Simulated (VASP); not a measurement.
Here is a VASP 6.6.1 calculation.

File INCAR:

```
  ALGO = Normal
  DIPOL = 0.5 0.5 0.500
  EDIFF = 1E-6
  ENCUT = 520
  GGA = PE
  IDIPOL = 3
  ISIF = 2
  ISMEAR = -1
  LASPH = T
  LCHARG = T
  LDIPOL = T
  LELF = T
  LREAL = F
  LVACPOTAV = T
  LVHAR = T
  LWAVE = F
  NBANDS = 18
  NELM = 60
  PREC = Accurate
  SIGMA = 0.08
```

Contents of KPOINTS:

```
k-points
0
Gamma
  13 9 1
```

Contents of POSCAR:

```
Al
1.0
    2.8574853682      0.0000000000      0.0000000000
    0.0000000000      4.0410945620      0.0000000000
    0.0000000000      0.0000000000     23.1437000000
Al
6
Direct
    0.2500000000      0.2500000000      0.3456661333
    0.7500000000      0.7500000000      0.4073996800
    0.2500000000      0.2500000000      0.4691332267
    0.7500000000      0.7500000000      0.5308667733
    0.2500000000      0.2500000000      0.5926003200
    0.7500000000      0.7500000000      0.6543338667
```

Potentials or basis: VASP PAW PBE potentials, release 64 (Al).

Command:

```console
$ cat potpaw_PBE.64/Al/POTCAR > POTCAR
$ mpirun -np 1 vasp_std > vasp.out
```

Question: Estimate the largest force.

Answer: 0.244 eV/Å.

Question: Predict the band gap on the k mesh.

Answer: Zero (bands 9 and 10 overlap by 2.38 eV).

Forces on the atoms (eV/Å):
```
Al   0.000  0.000  0.244
Al   0.000  0.000 -0.169
Al   0.000  0.000  0.093
Al   0.000  0.000 -0.093
Al   0.000  0.000  0.169
Al   0.000  0.000 -0.244
```
